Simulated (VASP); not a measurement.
# TiPt3 (Pm-3m) in VASP: a series of runs

The runs below take TiPt3 through single point, relaxation of cell and atoms, with PBEsol.

Everything below comes from runs of VASP 6.6.1. Logs are shortened: lines on timing, memory, paths and dates and some standing lists are left out, and cuts for length are marked.

### Step 1. The cell of the first run

The structure is cubic, space group Pm-3m (No. 221). Conventional cell: a = 3.876 Å, b = 3.876 Å, c = 3.876 Å, α = 90.00°, β = 90.00°, γ = 90.00°. Pt (site symmetry 4/mmm) has 8 Pt at 2.74 Å and 4 Ti at 2.74 Å within 3.6 Å. Within 3.6 Å of Ti (site symmetry m-3m) lie 12 Pt at 2.74 Å.

### Step 2. Single point, PBEsol

INCAR reads:

```
PREC = Accurate
ENCUT = 520
EDIFF = 1E-6
ISMEAR = -1
SIGMA = 0.05
LREAL = F
LASPH = T
NELM = 80
ALGO = Normal
ISIF = 2
LWAVE = F
LCHARG = F
GGA = PS
NBANDS = 29
```

KPOINTS reads:

```
Automatic mesh
0
Gamma
  7 7 7
```

POSCAR reads:

```
TiPt3
1.0
    3.8759762224      0.0000000000      0.0000000000
    0.0000000000      3.8759762224      0.0000000000
    0.0000000000      0.0000000000      3.8759762224
Pt Ti
3 1
Direct
    0.5000000000      0.5000000000      0.0000000000
    0.5000000000      0.0000000000      0.5000000000
    0.0000000000      0.5000000000      0.5000000000
    0.0000000000      0.0000000000      0.0000000000
```

Potentials or basis: VASP PAW PBE potentials, release 64 (Pt, Ti_sv).

Launch:

```
$ cat potpaw_PBE.64/Pt/POTCAR potpaw_PBE.64/Ti_sv/POTCAR > POTCAR
$ mpirun -np 1 vasp_std > vasp.out
```

OUTCAR:

```text
PREC = Accurate
   ENCUT = 520
   EDIFF = 1E-6
   ISMEAR = -1
   LREAL = F
   LASPH = T
   NELM = 80
   ISIF = 2
   GGA = PS

 ion  position               nearest neighbor table
   1  0.500  0.500  0.000-   2 2.74   3 2.74   4 2.74   2 2.74   3 2.74   2 2.74   4 2.74   2 2.74
                             3 2.74   4 2.74   3 2.74   4 2.74
   2  0.500  0.000  0.500-   1 2.74   3 2.74   4 2.74   1 2.74   4 2.74   1 2.74   3 2.74   1 2.74
                             3 2.74   4 2.74   4 2.74   3 2.74
   3  0.000  0.500  0.500-   1 2.74   2 2.74   4 2.74   1 2.74   4 2.74   2 2.74   4 2.74   4 2.74
                             1 2.74   2 2.74   1 2.74   2 2.74
   4  0.000  0.000  0.000-   1 2.74   2 2.74   3 2.74   2 2.74   3 2.74   1 2.74   3 2.74   3 2.74
                             1 2.74   2 2.74   2 2.74   1 2.74

  LATTYP: Found a simple cubic cell.
 ALAT       =     3.8759762224

  Lattice vectors:

 A1 = (   3.8759762224,   0.0000000000,   0.0000000000)
 A2 = (   0.0000000000,   3.8759762224,   0.0000000000)
 A3 = (   0.0000000000,   0.0000000000,   3.8759762224)

Analysis of symmetry for initial positions (statically):
=====================================================================
 Subroutine PRICEL returns:
 Original cell was already a primitive cell.

 Routine SETGRP: Setting up the symmetry group for a
 simple cubic supercell.

 Subroutine GETGRP returns: Found 48 space group operations
 (whereof 48 operations were pure point group operations)
 out of a pool of 48 trial point group operations.

The static configuration has the point symmetry O_h .

Analysis of symmetry for dynamics (positions and initial velocities):
=====================================================================
 Subroutine PRICEL returns:
 Original cell was already a primitive cell.

 Routine SETGRP: Setting up the symmetry group for a
 simple cubic supercell.

 Subroutine GETGRP returns: Found 48 space group operations
 (whereof 48 operations were pure point group operations)
 out of a pool of 48 trial point group operations.

The dynamic configuration has the point symmetry O_h .

 Subroutine INISYM returns: Found 48 space group operations
 (whereof 48 operations are pure point group operations),
 and found     1 'primitive' translations

----------------------------------------------------------------------------------------

                                     Primitive cell

  volume of cell :      58.2295
[... 87 lines left out ...]
   NELM   =     80;   NELMIN=  2; NELMDL= -5     # of ELM steps
   EDIFF  = 0.1E-05   stopping-criterion for ELM
   LREAL  =      F    real-space projection
   EDIFFG = 0.1E-04   stopping-criterion for IOM
   NSW    =      0    number of steps for IOM
   IBRION =     -1    ionic relax: 0-MD 1-quasi-New 2-CG
   NFREE  =      0    steps in history (QN), initial steepest desc. (CG)
   ISIF   =      2    stress and relaxation
   ISYM   =      2    0-nonsym 1-usesym 2-fastsym
   POTIM  = 0.5000    time-step for ionic-motion
   TEBEG  =    0.0;   TEEND  =   0.0 temperature during run
   PSTRESS=    0.0 pullay stress
   NELECT =      42.0000    total number of electrons
   NUPDOWN=      -1.0000    fix difference up-down
   EMIN   =  10.00;   EMAX   =-10.00  energy-range for DOS
   EFERMI =   0.00;   METHOD = LEGACY
   ISMEAR =    -1;   SIGMA  =   0.05  broadening in eV -4-tet -1-fermi 0-gaus
   EFERMI_NEDOS =   21; number of points for ismear=-14 and -15
   IALGO  =     38    algorithm
   IMIX   =      4    mixing-type and parameters
     AMIX     =   0.40;   BMIX     =  1.00
     AMIX_MAG =   1.60;   BMIX_MAG =  1.00
  volume/ion in A,a.u.               =      14.56        98.24
  Fermi-wavevector in a.u.,A,eV,Ry     =   1.468172  2.774442 29.327737  2.155528
  Thomas-Fermi vector in A             =   2.583701
   LORBIT       =      0    0 simple, 1 ext, 2 COOP (PROOUT), +10 PAW based schemes
   GGA     = PS    functional components
   LHFCALC =     F    Hartree Fock is set to
   AEXX    =    0.0000 exact exchange contribution
   IVDW    =     0    specifies the selected vdW correction
   LEPSILON=     F    determine dielectric tensor
   LRPA    =     F    only Hartree local field effects (RPA)
 non-spin polarized calculation
  energy-cutoff  :      520.00
  volume of cell :       58.23
 maximum number of plane-waves:      1582
 NGX is ok and might be reduce to    30
   NGX = 15   NGY = 15   NGZ = 15

 number of electron      41.9999994 magnetization

 Free energy of the ion-electron system (eV)
  ---------------------------------------------------
  ext. energy  EPLUGINS =         0.00000000
  ---------------------------------------------------
  free energy    TOTEN  =       -32.74306146 eV

  energy without entropy =      -32.72981200  energy(sigma->0) =      -32.73643673

 E-fermi :  12.0304     XC(G=0): -13.5172

 val. band max:       11.8834210302   @ k =   0.4286   0.0000   0.0000
 cond. band min:      12.0574310560   @ k =   0.0000   0.0000   0.0000
 fundamental gap:      0.1740100258
 Fermi energy:        12.0303605620

 k-point     1 :       0.0000    0.0000    0.0000
  band No.  band energies     occupation
      1     -45.9030      2.00000
      2     -22.2306      2.00000
      3     -22.2306      2.00000
      4     -22.2306      2.00000
      5       1.5491      2.00000
      6       4.3682      2.00000
[... 629 lines left out ...]
     28      13.8254      0.00000
     29      17.8337      0.00000

------------------------ aborting loop because EDIFF is reached ----------------------------------------

  FORCE on cell =-STRESS in cart. coord.  units (eV):
  Direction    XX          YY          ZZ          XY          YZ          ZX
  --------------------------------------------------------------------------------------
  -------------------------------------------------------------------------------------
  Total        1.7224538      1.7224538      1.7224538      0.0000000      0.0000000     -0.0000000
  in kB       47.3930702     47.3930702     47.3930702      0.0000000      0.0000000     -0.0000000
  external PRESSURE =      47.3930702 kB  Pullay stress =       0.0000000 kB

 VOLUME and BASIS-vectors are now :
 -----------------------------------------------------------------------------
  energy-cutoff  :      520.00
  volume of cell :       58.23
      direct lattice vectors                 reciprocal lattice vectors
     3.875976222  0.000000000  0.000000000     0.257999519  0.000000000  0.000000000
     0.000000000  3.875976222  0.000000000     0.000000000  0.257999519  0.000000000
     0.000000000  0.000000000  3.875976222     0.000000000  0.000000000  0.257999519

 POSITION                                       TOTAL-FORCE (eV/Angst)
 -----------------------------------------------------------------------------------
      1.93799      1.93799      0.00000         0.000000      0.000000      0.000000
      1.93799      0.00000      1.93799         0.000000      0.000000      0.000000
      0.00000      1.93799      1.93799         0.000000      0.000000      0.000000
      0.00000      0.00000      0.00000         0.000000      0.000000      0.000000
 -----------------------------------------------------------------------------------
    total drift:                                0.000000      0.000000     -0.000000

  FREE ENERGIE OF THE ION-ELECTRON SYSTEM (eV)
  ---------------------------------------------------
  free  energy   TOTEN  =       -32.7430614579 eV

  energy  without entropy=      -32.7298119980  energy(sigma->0) =      -32.73643673
```

OSZICAR:

```text
N       E                     dE             d eps       ncg     rms          rms(c)
DAV:   1     0.368608904833E+03    0.36861E+03   -0.20958E+04  1160   0.156E+03
DAV:   2    -0.101481373804E+02   -0.37876E+03   -0.36060E+03  1210   0.404E+02
DAV:   3    -0.352685840376E+02   -0.25120E+02   -0.23931E+02  1448   0.997E+01
DAV:   4    -0.360820817671E+02   -0.81350E+00   -0.81063E+00  1405   0.165E+01
DAV:   5    -0.361070394635E+02   -0.24958E-01   -0.24954E-01  1417   0.297E+00    0.243E+01
DAV:   6    -0.338714383029E+02    0.22356E+01   -0.96222E+00  1258   0.286E+01    0.131E+01
DAV:   7    -0.338253703269E+02    0.46068E-01   -0.18095E+01  1445   0.280E+01    0.109E+01
DAV:   8    -0.328560425961E+02    0.96933E+00   -0.10626E+00  1266   0.101E+01    0.434E+00
DAV:   9    -0.328661287843E+02   -0.10086E-01   -0.15191E+00  1631   0.720E+00    0.353E+00
DAV:  10    -0.327429367104E+02    0.12319E+00   -0.47223E-01  1349   0.493E+00    0.380E-01
DAV:  11    -0.327484018566E+02   -0.54651E-02   -0.11597E-02  1325   0.877E-01    0.723E-01
DAV:  12    -0.327430578591E+02    0.53440E-02   -0.16561E-02  1517   0.858E-01    0.400E-02
DAV:  13    -0.327430637707E+02   -0.59116E-05   -0.25371E-04  1262   0.111E-01    0.161E-02
DAV:  14    -0.327430686240E+02   -0.48533E-05   -0.55733E-05  1523   0.577E-02    0.280E-02
DAV:  15    -0.327430616939E+02    0.69301E-05   -0.16126E-05  1235   0.333E-02    0.594E-03
DAV:  16    -0.327430614579E+02    0.23604E-06   -0.11675E-06   863   0.808E-03
   1 F= -.32743061E+02 E0= -.32736437E+02  d E =-.132495E-01
```

stdout:

```text
POSCAR found type information on POSCAR PtTi
 POSCAR found :  2 types and       4 ions
 scaLAPACK will be used
 -----------------------------------------------------------------------------
|                                                                             |
|                                                                             |
|     You enforced a specific xc type in the INCAR file but a different       |
|     I HOPE YOU KNOW WHAT YOU ARE DOING!                                     |
|                                                                             |
 -----------------------------------------------------------------------------

 LDA part: xc-table for (Slater+PW92), standard interpolation
 POSCAR, INCAR and KPOINTS ok, starting setup
 FFT: planning ... GRIDC
 FFT: planning ... GRID_SOFT
 FFT: planning ... GRID
 WAVECAR not read
 entering main loop
```

Run time: 39 s. Hardware: 1 thread of Intel Xeon Platinum 8259CL at 2.50GHz (Skylake/Cascade Lake), shared host; peak memory 0.18 GiB.

What came out:

```
Free energy            : -32.7431 eV
Pressure               : 4.7 GPa
Band gap on the k mesh : zero (band 21 reaches 13.45 eV, above the bottom of band 22 at 11.88 eV)
```

Caveat: the PAW data sets were made with another functional, which shifts forces and pressure a little; spin-orbit coupling is left out, which moves the levels of the heavy elements.

### Step 3. Single point, PBEsol

This run uses another cell than the first one, of 14.82 Å³/atom, 1.018 times its volume.

INCAR reads:

```
  PREC = Accurate
  ENCUT = 520
  EDIFF = 1E-6
  ISMEAR = -1
  SIGMA = 0.05
  LREAL = F
  LASPH = T
  NELM = 80
  ALGO = Normal
  ISIF = 2
  LWAVE = F
  LCHARG = F
  GGA = PS
  NBANDS = 29
```

KPOINTS reads:

```
regular mesh
0
Gamma
  7 7 7
```

POSCAR reads:

```
TiPt3
1.0
    3.8993100857      0.0000000000      0.0000000000
    0.0000000000      3.8993100857      0.0000000000
    0.0000000000      0.0000000000      3.8993100857
Pt Ti
3 1
Direct
    0.5000000000      0.5000000000      0.0000000000
    0.5000000000      0.0000000000      0.5000000000
    0.0000000000      0.5000000000      0.5000000000
    0.0000000000      0.0000000000      0.0000000000
```

Potentials or basis: VASP PAW PBE potentials, release 64 (Pt, Ti_sv).

Launch:

```
$ cat potpaw_PBE.64/Pt/POTCAR potpaw_PBE.64/Ti_sv/POTCAR > POTCAR
$ mpirun -np 1 vasp_std > vasp.out
```

OUTCAR:

```text
PREC = Accurate
   ENCUT = 520
   EDIFF = 1E-6
   ISMEAR = -1
   LREAL = F
   LASPH = T
   NELM = 80
   ISIF = 2
   GGA = PS

 ion  position               nearest neighbor table
   1  0.500  0.500  0.000-   2 2.76   3 2.76   4 2.76   2 2.76   3 2.76   2 2.76   4 2.76   2 2.76
                             3 2.76   4 2.76   3 2.76   4 2.76
   2  0.500  0.000  0.500-   1 2.76   3 2.76   4 2.76   1 2.76   4 2.76   1 2.76   3 2.76   1 2.76
                             3 2.76   4 2.76   4 2.76   3 2.76
   3  0.000  0.500  0.500-   1 2.76   2 2.76   4 2.76   1 2.76   4 2.76   2 2.76   4 2.76   4 2.76
                             1 2.76   2 2.76   1 2.76   2 2.76
   4  0.000  0.000  0.000-   1 2.76   2 2.76   3 2.76   2 2.76   3 2.76   1 2.76   3 2.76   3 2.76
                             1 2.76   2 2.76   2 2.76   1 2.76

  LATTYP: Found a simple cubic cell.
 ALAT       =     3.8993100857

  Lattice vectors:

 A1 = (   3.8993100857,   0.0000000000,   0.0000000000)
 A2 = (   0.0000000000,   3.8993100857,   0.0000000000)
 A3 = (   0.0000000000,   0.0000000000,   3.8993100857)

Analysis of symmetry for initial positions (statically):
=====================================================================
[... 173 lines left out ...]
 val. band max:       11.5642844708   @ k =   0.4286   0.0000   0.0000
 cond. band min:      11.7118328498   @ k =   0.0000   0.0000   0.0000
 fundamental gap:      0.1475483790
 Fermi energy:        11.6964428550

 k-point     1 :       0.0000    0.0000    0.0000
  band No.  band energies     occupation
      1     -46.2562      2.00000
      2     -22.5770      2.00000
      3     -22.5770      2.00000
      4     -22.5770      2.00000
      5       1.4011      2.00000
      6       4.2353      2.00000
[... 629 lines left out ...]
     28      13.4519      0.00000
     29      17.3626      0.00000

------------------------ aborting loop because EDIFF is reached ----------------------------------------

  FORCE on cell =-STRESS in cart. coord.  units (eV):
  Direction    XX          YY          ZZ          XY          YZ          ZX
  --------------------------------------------------------------------------------------
  -------------------------------------------------------------------------------------
  Total       -0.0978741     -0.0978741     -0.0978741     -0.0000000     -0.0000000      0.0000000
  in kB       -2.6449339     -2.6449339     -2.6449339     -0.0000000     -0.0000000      0.0000000
  external PRESSURE =      -2.6449339 kB  Pullay stress =       0.0000000 kB

 VOLUME and BASIS-vectors are now :
 -----------------------------------------------------------------------------
  energy-cutoff  :      520.00
  volume of cell :       59.29
      direct lattice vectors                 reciprocal lattice vectors
     3.899310086  0.000000000  0.000000000     0.256455624  0.000000000  0.000000000
     0.000000000  3.899310086  0.000000000     0.000000000  0.256455624  0.000000000
     0.000000000  0.000000000  3.899310086     0.000000000  0.000000000  0.256455624

 POSITION                                       TOTAL-FORCE (eV/Angst)
 -----------------------------------------------------------------------------------
      1.94966      1.94966      0.00000         0.000000      0.000000      0.000000
      1.94966      0.00000      1.94966         0.000000      0.000000      0.000000
      0.00000      1.94966      1.94966         0.000000      0.000000      0.000000
      0.00000      0.00000      0.00000         0.000000      0.000000      0.000000
 -----------------------------------------------------------------------------------
    total drift:                                0.000000      0.000000     -0.000000

  FREE ENERGIE OF THE ION-ELECTRON SYSTEM (eV)
  ---------------------------------------------------
  free  energy   TOTEN  =       -32.7583976289 eV

  energy  without entropy=      -32.7452407063  energy(sigma->0) =      -32.75181917
```

OSZICAR:

```text
N       E                     dE             d eps       ncg     rms          rms(c)
DAV:   1     0.371644208018E+03    0.37164E+03   -0.20829E+04  1160   0.156E+03
DAV:   2    -0.102159981604E+02   -0.38186E+03   -0.36194E+03  1250   0.407E+02
DAV:   3    -0.354249068425E+02   -0.25209E+02   -0.24407E+02  1456   0.994E+01
DAV:   4    -0.361874729577E+02   -0.76257E+00   -0.75979E+00  1432   0.158E+01
DAV:   5    -0.362038954642E+02   -0.16423E-01   -0.16420E-01  1421   0.227E+00    0.233E+01
DAV:   6    -0.339505131905E+02    0.22534E+01   -0.10156E+01  1250   0.289E+01    0.132E+01
DAV:   7    -0.338355005955E+02    0.11501E+00   -0.18931E+01  1477   0.284E+01    0.106E+01
DAV:   8    -0.328765570503E+02    0.95894E+00   -0.10371E+00  1251   0.986E+00    0.431E+00
DAV:   9    -0.328798660579E+02   -0.33090E-02   -0.15290E+00  1636   0.717E+00    0.349E+00
DAV:  10    -0.327581857830E+02    0.12168E+00   -0.47431E-01  1355   0.487E+00    0.361E-01
DAV:  11    -0.327632162391E+02   -0.50305E-02   -0.11077E-02  1307   0.846E-01    0.688E-01
DAV:  12    -0.327583907518E+02    0.48255E-02   -0.15341E-02  1498   0.813E-01    0.390E-02
DAV:  13    -0.327583988251E+02   -0.80733E-05   -0.23009E-04  1256   0.106E-01    0.127E-02
DAV:  14    -0.327584048447E+02   -0.60196E-05   -0.45284E-05  1470   0.535E-02    0.278E-02
DAV:  15    -0.327583978909E+02    0.69538E-05   -0.15205E-05  1235   0.323E-02    0.644E-03
DAV:  16    -0.327583976289E+02    0.26199E-06   -0.13306E-06   876   0.853E-03
   1 F= -.32758398E+02 E0= -.32751819E+02  d E =-.131569E-01
```

stdout:

```text
POSCAR found type information on POSCAR PtTi
 POSCAR found :  2 types and       4 ions
 scaLAPACK will be used
 -----------------------------------------------------------------------------
|                                                                             |
|                                                                             |
|     You enforced a specific xc type in the INCAR file but a different       |
|     I HOPE YOU KNOW WHAT YOU ARE DOING!                                     |
|                                                                             |
 -----------------------------------------------------------------------------

 LDA part: xc-table for (Slater+PW92), standard interpolation
 POSCAR, INCAR and KPOINTS ok, starting setup
 FFT: planning ... GRIDC
 FFT: planning ... GRID_SOFT
 FFT: planning ... GRID
 WAVECAR not read
 entering main loop
```

Wall time 41 s (1 thread of Intel Xeon Platinum 8259CL at 2.50GHz (Skylake/Cascade Lake), shared host); peak memory 0.18 GiB.

Results:

```
Free energy            : -32.7584 eV
Pressure               : -0.3 GPa
Band gap on the k mesh : zero (band 21 reaches 13.08 eV, above the bottom of band 22 at 11.56 eV)
```

Levels at points of the mesh, in eV from the Fermi level:
```tsv
k point	band 17	band 18	band 19	band 20	band 21	band 22	band 23	band 24	band 25	band 26
(0.00, 0.00, 0.00)	-0.55	0.02	0.02	0.02	1.38	1.38	1.52	1.52	1.52	2.03
```

Caveat: the PAW data sets were made with another functional, which shifts forces and pressure a little; spin-orbit coupling is left out, which moves the levels of the heavy elements.

(Continued in part 2 of 2.)
